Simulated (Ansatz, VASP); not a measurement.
Ta: VASP beside Ansatz

```
Ta
1.0
     5.71831    0.65407   -0.03441
     0.69875    7.15311    0.47680
    -0.00116    0.56664    5.55837
Ta
12
Direct
  0.94909 0.56835 0.65424
  0.23359 0.90145 0.30350
  0.07503 0.56927 0.15372
  0.44910 0.56834 0.65422
  0.79048 0.23617 0.50447
  0.29048 0.23618 0.50443
  0.39870 0.23645 0.00331
  0.73361 0.90145 0.30353
  0.12544 0.90119 0.80463
  0.62543 0.90118 0.80466
  0.89870 0.23643 0.00332
  0.57502 0.56928 0.15373
```

Alike in both runs: functional PBE; k mesh 4 × 3 × 4; occupations gaussian, width 0.1 eV; no spin polarisation.

Ansatz relaxed the structure, and its values are those at the end. VASP's run is a single point on that final structure, the one shown.

```csv
,VASP,Ansatz
version,VASP 6.6.1,Ansatz 0.2.0
potentials or method,"VASP PAW PBE potentials, release 64 (Ta_pv), cutoff 520 eV","scalar-relativistic, plane waves, PAW"
valence electrons in the cell,132,156
```

|  | VASP | Ansatz | Ansatz less VASP |
| --- | --- | --- | --- |
| gap on the k mesh at the Fermi level (eV) | none | none | - |
| rms of the force components (eV/Å) | 0.011 | 0.011 | -0.0003 |

A gap of «none» marks a metal or a gap that the smearing closes. VASP's potentials hold 132 valence electrons a cell and Ansatz's 156, so a difference there can come from the potentials and not from the codes. Ansatz's warnings: displaced walk ended near start symmetry, relaxation start displaced.

Neither program's run includes spin-orbit coupling.
